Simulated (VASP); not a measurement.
# Ge (I4/mmm) in VASP: notebook, part 2 of 2

VASP 6.6.1. Earlier steps stand in the parts before.

**4. Single point, PBE**

This run uses another cell than the first one: it holds 3 atoms, not 1.

File INCAR:

```
SYSTEM = Ge
PREC     = Accurate       ! precision mode
ENCUT    = 520            ! plane-wave cutoff, eV
EDIFF    = 1E-6           ! SCF threshold, eV
ISMEAR   = 0              ! smearing method
SIGMA    = 0.1            ! smearing width, eV
LREAL    = .FALSE.        ! projectors in reciprocal space
LASPH    = .TRUE.         ! aspherical terms in the spheres
NELM     = 100            ! most SCF steps
ALGO     = Normal         ! electronic algorithm
ISIF     = 2              ! what is computed and relaxed
LWAVE    = .FALSE.        ! write WAVECAR
LCHARG   = .TRUE.         ! write CHGCAR
GGA      = PE             ! functional
LELF     = .TRUE.         ! ELF
LVHAR    = .TRUE.       
NBANDS   = 28             ! bands
```

File KPOINTS:

```
regular mesh
0
G
  4 4 4
  0 0 0
```

File POSCAR:

```
Ge
1.0
   -2.7719616900      2.7719616900      3.4305813000
    2.7719616900     -2.7719616900      3.4305813000
    2.7719616900      2.7719616900     -3.4305813000
Ge
3
Direct
    0.1739591300      0.1739591300      0.0000000000
    0.8260408700      0.8260408700      0.0000000000
    0.5000000000      0.5000000000      0.0000000000
```

Potentials or basis: VASP PAW PBE potentials, release 64 (Ge_d).

Launch:

```console
$ cat potpaw_PBE.64/Ge_d/POTCAR > POTCAR
$ mpirun -np 1 vasp_std > vasp.out
```

OUTCAR:

```text
SYSTEM = Ge
   PREC = Accurate
   ENCUT = 520
   EDIFF = 1E-6
   ISMEAR = 0
   LREAL = .FALSE.
   LASPH = .TRUE.
   NELM = 100
   ISIF = 2
   GGA = PE

 ion  position               nearest neighbor table
   1  0.174  0.174  0.000-   3 2.24   2 2.39
   2  0.826  0.826  0.000-   3 2.24   1 2.39
   3  0.500  0.500  0.000-   1 2.24   2 2.24

  LATTYP: Found a body centered tetragonal cell.
 ALAT       =     5.5439233800
 C/A-ratio  =     1.2376005456

  Lattice vectors:

 A1 = (  -2.7719616900,   2.7719616900,   3.4305813000)
 A2 = (   2.7719616900,  -2.7719616900,   3.4305813000)
 A3 = (   2.7719616900,   2.7719616900,  -3.4305813000)

Analysis of symmetry for initial positions (statically):
=====================================================================
 Subroutine PRICEL returns:
 Original cell was already a primitive cell.

 Routine SETGRP: Setting up the symmetry group for a
 body centered tetragonal supercell.

 Subroutine GETGRP returns: Found 16 space group operations
 (whereof 16 operations were pure point group operations)
 out of a pool of 16 trial point group operations.

The static configuration has the point symmetry D_4h.

Analysis of symmetry for dynamics (positions and initial velocities):
=====================================================================
 Subroutine PRICEL returns:
 Original cell was already a primitive cell.

 Routine SETGRP: Setting up the symmetry group for a
 body centered tetragonal supercell.

 Subroutine GETGRP returns: Found 16 space group operations
 (whereof 16 operations were pure point group operations)
 out of a pool of 16 trial point group operations.

The dynamic configuration has the point symmetry D_4h.

 Subroutine INISYM returns: Found 16 space group operations
 (whereof 16 operations are pure point group operations),
 and found     1 'primitive' translations

----------------------------------------------------------------------------------------

                                     Primitive cell

  volume of cell :     105.4392

  direct lattice vectors                    reciprocal lattice vectors
    -2.771961690  2.771961690  3.430581300     0.000000000  0.180377673  0.145747894
     2.771961690 -2.771961690  3.430581300     0.180377673  0.000000000  0.145747894
     2.771961690  2.771961690 -3.430581300     0.180377673  0.180377673  0.000000000

  length of vectors
     5.209263986  5.209263986  5.209263986     0.231902035  0.231902035  0.255092552

  position of ions in fractional coordinates (direct lattice)
     0.173959130  0.173959130  0.000000000
     0.826040870  0.826040870  0.000000000
     0.500000000  0.500000000  0.000000000

  ion indices of the primitive-cell ions
   primitive index   ion index
                 1           1
                 2           2
                 3           3

----------------------------------------------------------------------------------------

 KPOINTS: regular mesh

Automatic generation of k-mesh.
 Grid dimensions read from file:
 generate k-points for:    4    4    4

 Generating k-lattice:

  Cartesian coordinates                     Fractional coordinates (reciprocal lattice)
     0.000000000  0.045094418  0.036436974     0.250000000 -0.000000000  0.000000000
     0.045094418  0.000000000  0.036436974    -0.000000000  0.250000000  0.000000000
     0.045094418  0.045094418  0.000000000     0.000000000  0.000000000  0.250000000

  Length of vectors
     0.057975509  0.057975509  0.063773138

  Shift w.r.t. Gamma in fractional coordinates (k-lattice)
     0.000000000  0.000000000  0.000000000

 Subroutine IBZKPT returns following result:
 ===========================================

 Found     13 irreducible k-points:

 Following reciprocal coordinates:
            Coordinates               Weight
  0.000000  0.000000  0.000000      1.000000
  0.250000  0.000000  0.000000      8.000000
  0.500000  0.000000  0.000000      4.000000
  0.250000  0.250000  0.000000      8.000000
  0.500000  0.250000 -0.000000     16.000000
 -0.250000  0.250000  0.000000      4.000000
  0.500000  0.500000  0.000000      2.000000
  0.250000  0.250000  0.250000      2.000000
 -0.250000  0.250000  0.250000      4.000000
  0.500000  0.500000  0.250000      4.000000
 -0.250000  0.500000  0.250000      8.000000
 -0.250000 -0.250000  0.250000      2.000000
  0.500000  0.500000  0.500000      1.000000
   k-points           NKPTS =     13   k-points in BZ     NKDIM =     13   number of bands    NBANDS=     28
   number of dos      NEDOS =    301   number of ions     NIONS =      3
   total plane-waves  NPLWV =  64000
   dimension x,y,z NGX =    40 NGY =   40 NGZ =   40
   dimension x,y,z NGXF=    80 NGYF=   80 NGZF=   80
   ions per type =               3
   NGX,Y,Z   is equivalent  to a cutoff of  12.77, 12.77, 12.77 a.u.
   NGXF,Y,Z  is equivalent  to a cutoff of  25.53, 25.53, 25.53 a.u.
 SYSTEM =  Ge
   PREC   = accura    normal or accurate (medium, high low for compatibility)
   ISTART =      0    job   : 0-new  1-cont  2-samecut
   ICHARG =      2    charge: 1-file 2-atom 10-const
   ISPIN  =      1    spin polarized calculation?
   LNONCOLLINEAR =      F non collinear calculations
   LSORBIT =      F    spin-orbit coupling
   LASPH  =      T    aspherical Exc in radial PAW
   ENCUT  =  520.0 eV  38.22 Ry    6.18 a.u.   9.69  9.69  9.69*2*pi/ulx,y,z
   NELM   =    100;   NELMIN=  2; NELMDL= -5     # of ELM steps
   EDIFF  = 0.1E-05   stopping-criterion for ELM
   LREAL  =      F    real-space projection
   EDIFFG = 0.1E-04   stopping-criterion for IOM
   NSW    =      0    number of steps for IOM
   IBRION =     -1    ionic relax: 0-MD 1-quasi-New 2-CG
   NFREE  =      0    steps in history (QN), initial steepest desc. (CG)
   ISIF   =      2    stress and relaxation
   ISYM   =      2    0-nonsym 1-usesym 2-fastsym
   POTIM  = 0.5000    time-step for ionic-motion
   TEBEG  =    0.0;   TEEND  =   0.0 temperature during run
   PSTRESS=    0.0 pullay stress
   NELECT =      42.0000    total number of electrons
   NUPDOWN=      -1.0000    fix difference up-down
   EMIN   =  10.00;   EMAX   =-10.00  energy-range for DOS
   EFERMI =   0.00;   METHOD = LEGACY
   ISMEAR =     0;   SIGMA  =   0.10  broadening in eV -4-tet -1-fermi 0-gaus
   EFERMI_NEDOS =   21; number of points for ismear=-14 and -15
   IALGO  =     38    algorithm
   IMIX   =      4    mixing-type and parameters
     AMIX     =   0.40;   BMIX     =  1.00
     AMIX_MAG =   1.60;   BMIX_MAG =  1.00
  volume/ion in A,a.u.               =      35.15       237.18
  Fermi-wavevector in a.u.,A,eV,Ry     =   1.204547  2.276264 19.741160  1.450934
  Thomas-Fermi vector in A             =   2.340269
   LORBIT       =      0    0 simple, 1 ext, 2 COOP (PROOUT), +10 PAW based schemes
   GGA     = PE    functional components
   LHFCALC =     F    Hartree Fock is set to
   AEXX    =    0.0000 exact exchange contribution
   IVDW    =     0    specifies the selected vdW correction
   LEPSILON=     F    determine dielectric tensor
   LRPA    =     F    only Hartree local field effects (RPA)
 non-spin polarized calculation
 Gauss-broadening in eV      SIGMA  =   0.10
  energy-cutoff  :      520.00
  volume of cell :      105.44
 maximum number of plane-waves:      2885
 NGX is ok and might be reduce to    40

 number of electron      42.0000033 magnetization

 Free energy of the ion-electron system (eV)
  ---------------------------------------------------
  ext. energy  EPLUGINS =         0.00000000
  ---------------------------------------------------
  free energy    TOTEN  =        -9.41572359 eV

  energy without entropy =       -9.40046503  energy(sigma->0) =       -9.40809431

 E-fermi :   1.1062     XC(G=0):  -8.0130

 val. band max:        1.0719687319   @ k =  -0.2500   0.5000   0.2500
 cond. band min:       1.1310259116   @ k =   0.2500   0.0000   0.0000
 fundamental gap:      0.0590571797
 Fermi energy:         1.1061845669

 k-point     1 :       0.0000    0.0000    0.0000
  band No.  band energies     occupation
      1     -23.6765      2.00000
      2     -23.3068      2.00000
      3     -23.3068      2.00000
      4     -23.3009      2.00000
      5     -23.3009      2.00000
      6     -23.2744      2.00000
[... 20 lines left out ...]
     27       5.1562      0.00000
[... 350 lines left out ...]
      6     -23.2731      2.00000
[... 20 lines left out ...]
     27       4.7419      0.00000
     28       8.5069      0.00000

------------------------ aborting loop because EDIFF is reached ----------------------------------------

  FORCE on cell =-STRESS in cart. coord.  units (eV):
  Direction    XX          YY          ZZ          XY          YZ          ZX
  --------------------------------------------------------------------------------------
  -------------------------------------------------------------------------------------
  Total       -3.2844896     -3.2844896     14.7350263      0.0000000      0.0000000      0.0000000
  in kB      -49.9087072    -49.9087072    223.9027055      0.0000000      0.0000000      0.0000000
  external PRESSURE =      41.3617637 kB  Pullay stress =       0.0000000 kB

 VOLUME and BASIS-vectors are now :
 -----------------------------------------------------------------------------
  energy-cutoff  :      520.00
  volume of cell :      105.44
      direct lattice vectors                 reciprocal lattice vectors
    -2.771961690  2.771961690  3.430581300     0.000000000  0.180377673  0.145747894
     2.771961690 -2.771961690  3.430581300     0.180377673  0.000000000  0.145747894
     2.771961690  2.771961690 -3.430581300     0.180377673  0.180377673  0.000000000

 POSITION                                       TOTAL-FORCE (eV/Angst)
 -----------------------------------------------------------------------------------
      0.00000      0.00000      1.19356        -0.000000     -0.000000     -1.102313
      0.00000      0.00000      5.66760         0.000000      0.000000      1.102313
      0.00000      0.00000      3.43058         0.000000      0.000000     -0.000000
 -----------------------------------------------------------------------------------
    total drift:                               -0.000000     -0.000000      0.000000

  FREE ENERGIE OF THE ION-ELECTRON SYSTEM (eV)
  ---------------------------------------------------
  free  energy   TOTEN  =        -9.4157235889 eV

  energy  without entropy=       -9.4004650305  energy(sigma->0) =       -9.40809431
```

It took 43 s on 1 thread of Intel Xeon Platinum 8488C (Sapphire Rapids), shared host; peak memory 0.23 GiB.

What came out:

```yaml
Free_energy: -9.4157 eV
Pressure: 4.1 GPa
Largest_force: 1.102 eV/Å
Band_gap_on_the_k_mesh: zero (bands 21 and 22 overlap by 3.23 eV)
```

Forces in eV/Å, atoms in the order of the input:
```
Ge   0.000  0.000 -1.102
Ge   0.000  0.000  1.102
Ge   0.000  0.000  0.000
```

Stress tensor (GPa, compression positive):
```
-4.99  0.00  0.00
 0.00 -4.99  0.00
 0.00  0.00 22.39
```

Levels at points of the mesh, in eV from the Fermi level:
| k point | band 19 | band 20 | band 21 | band 22 | band 23 | band 24 |
| --- | --- | --- | --- | --- | --- | --- |
| (0.00, 0.00, 0.00) | 0.24 | 0.24 | 0.92 | 0.92 | 1.28 | 1.28 |
| (0.50, 0.00, 0.00) | -2.61 | -0.74 | -0.56 | -0.51 | -0.30 | 4.43 |
| (0.50, 0.50, 0.00) | -2.87 | 0.25 | 0.46 | 0.78 | 2.47 | 3.01 |
| (0.50, 0.50, 0.50) | -2.19 | -2.19 | 2.72 | 3.27 | 3.27 | 3.32 |

Caveat: the k points lie up to 0.36 Å⁻¹ apart, too coarse for converged energies and pressures of a metal; forces of over 1 eV/Å act on the atoms, so gaps and moduli don't describe the material at rest.

**5. Overview**

| cell | k mesh | gap on the mesh (eV) | pressure (GPa) |
| --- | --- | --- | --- |
| a = 2.958 Å, angles 103.9, 103.9, 121.4°, 1 atom, atomic positions A | 8 × 8 × 8 | none | -0.1 |
| a = 4.978 Å, angles 136.0, 136.0, 64.0°, 3 atoms, atomic positions B | 4 × 4 × 4 | none | 0.0 |
| a = 5.209 Å, angles 115.7, 115.7, 97.6°, 3 atoms, atomic positions C | 4 × 4 × 4 | none | 4.1 |

Alike in all rows: task single point; level PBE; potentials or basis VASP PAW PBE potentials, release 64 (Ge_d); no spin polarisation; cutoff (eV) 520; smearing gaussian 0.1 eV.

Caveats: some runs use coarse meshes; forces of over 1 eV/Å act on the atoms, so gaps and moduli don't describe the material at rest (at least some runs).

Total energies depend on the potentials used, so only differences within one code and one set of settings carry meaning.
